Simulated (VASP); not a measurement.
Zn: single point with PBEsol

The system is Zn.

```
CELL_PARAMETERS angstrom
0.00000 1.96478 1.96478
1.96478 0.00000 1.96478
1.96478 1.96478 0.00000
ATOMIC_POSITIONS crystal
Zn 0.00000 0.00000 0.00000
```

```json
{
  "Program": "VASP 6.6.1",
  "Task": "single point",
  "Functional": "PBEsol",
  "Potentials or basis": "VASP PAW PBE potentials, release 64 (Zn)",
  "Cutoff": "520 eV",
  "k mesh": "10 × 10 × 10",
  "Occupations": "fermi-dirac, width 0.05 eV",
  "Spin": "no spin polarisation"
}
```

```yaml
Pressure: -5.0 GPa
Band_gap_on_the_k_mesh: zero (band 6 reaches 4.08 eV, above the bottom of band 7 at 1.53 eV)
```

Levels at points of the mesh, in eV from the Fermi level:
```csv
k point,band 3,band 4,band 5,band 6,band 7,band 8,band 9,band 10
"(0.00, 0.00, 0.00)",-7.75,-7.75,-7.37,-7.37,18.08,18.08,18.08,18.75
"(0.50, 0.00, 0.00)",-7.75,-7.08,-7.08,-3.07,-1.55,15.06,15.06,17.28
"(0.50, 0.50, 0.00)",-7.10,-7.01,-7.01,-1.17,1.56,8.24,8.24,11.92
```

Run time: 6.7 s on 1 thread of AMD EPYC 9R14 (Zen 4), with other jobs on the host, peak memory 0.11 GiB.

Caveat: the PAW data sets were made with another functional, which shifts forces and pressure a little.
